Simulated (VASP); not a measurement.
# Cu: single point with r2SCAN

The system is Cu.

```
CELL_PARAMETERS angstrom
2.48237 0.00000 0.00000
-1.24118 2.14979 0.00000
0.00000 0.00000 4.02862
ATOMIC_POSITIONS crystal
Cu 0.66667 0.33333 0.75000
Cu 0.33333 0.66667 0.25000
```

| Quantity | Value |
| --- | --- |
| Program | VASP 6.6.1 |
| Task | single point |
| Functional | r2SCAN |
| Potentials or basis | VASP PAW PBE potentials, release 64 (Cu) |
| Cutoff | 520 eV |
| k mesh | 12 × 12 × 7 |
| Occupations | fermi-dirac, width 0.05 eV |
| Spin | no spin polarisation |
| Dipole correction | no |
| Further INCAR settings | ALGO = Normal; EDIFF = 1e-06; NBANDS = 18 |

The pressure is 13.0 GPa and the band gap on the k mesh is zero (band 11 reaches 13.00 eV, above the bottom of band 12 at 6.50 eV).

Stress tensor (GPa, compression positive):
```
12.84  0.00  0.00
 0.00 12.84  0.00
 0.00  0.00 13.26
```

Levels at points of the mesh, in eV from the Fermi level:
```
           k point  band 8  band 9  band 10  band 11  band 12  band 13  band 14  band 15
(0.00, 0.00, 0.00)   -2.80   -2.80    -1.90    -1.90    -1.23     4.62    22.88    24.19
(0.50, 0.00, 0.00)   -1.80   -1.73    -1.68     0.00     1.87     8.65     9.28    11.69
```

Wall time 42 s on 1 thread of Intel(R) Xeon(R) 6975P-C (Granite Rapids) (shared host), peak memory 0.15 GiB.

Caveat: the PAW data sets were made with another functional, which shifts forces and pressure a little.
